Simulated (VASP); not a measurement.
Input of a VASP 6.6.1 run:

INCAR

```
SYSTEM = Si
PREC = Accurate ; ENCUT = 520
EDIFF = 1E-6 ; ISMEAR = 0
SIGMA = 0.02 ; LREAL = Auto
LASPH = .TRUE. ; NELM = 100
ALGO = Normal ; ISIF = 2
LWAVE = .FALSE. ; LCHARG = .FALSE.
NBANDS = 83
```

Contents of KPOINTS:

```
Automatic mesh
0
Gamma
  2 2 2
  0.5 0.5 0.5
```

POSCAR

```
Si
1.0
   -5.4019422754     -5.4019422754      5.4019422754
    5.4019422754     -5.4019422754     -5.4019422754
    5.4019422754      5.4019422754      5.4019422754
Si
31
Direct
    0.2500004501      0.7499999618      0.5490335418
    0.0041042645      0.7499999618     -0.0043635231
    0.4988149378      0.5013690191      0.7490631691
    0.2500000798      0.5041047944     -0.0043628752
    0.0099713209      0.5099712029      0.2670334903
    0.7480737102      0.7500000543      0.2508021987
    0.4900289313      0.7499999618      0.5070619715
    0.0013685818     -0.0011857772      0.7490632616
    0.7519260283      0.2519262389      0.7527283323
    0.4986307448      0.2474455357     -0.0023060224
    0.2499998021      0.2480737356      0.2508021062
    0.0011852218      0.2525545314      0.5002484962
    0.7525545059      0.5011858443      0.5002491441
    0.7474457879     -0.0013691372     -0.0023058373
    0.4958951546     -0.0041048199      0.2415323847
    0.2499999873     -0.0099713209      0.5070622492
    0.0109470811      0.7500000543      0.7442896083
    0.5008311570      0.5016220763      0.5005269146
    0.2500005426      0.5109469630      0.7442897934
    0.0042530999      0.5042533521      0.0076704818
    0.7510127456      0.7499999618     -0.0011153396
    0.4957467821      0.7499999618      0.2534173692
    0.0016222869      0.0008311825      0.5005274700
    0.7489872705      0.2489875736      0.4978719436
    0.4983776876      0.2492090680      0.7489048001
    0.2499996170      0.2510124009     -0.0011157098
   -0.0008313676      0.2507909065      0.2496957448
    0.7507911587      0.4991688845      0.2496963002
    0.7492090425     -0.0016221017      0.7489048001
    0.4890536339     -0.0109468959     -0.0166569718
    0.2499997096     -0.0042534701      0.2534171841
```

Potentials or basis: VASP PAW LDA potentials, release 64 (Si).

The run is started by

```console
$ cat potpaw_LDA.64/Si/POTCAR > POTCAR
$ mpirun -np 1 vasp_std > vasp.out
```

(1) What does it give for the largest force?

(2) What does it give for the pressure?

Results:

(1) 0.223 eV/Å.

(2) -2.1 GPa.

Caveat: the k points lie up to 0.41 Å⁻¹ apart.
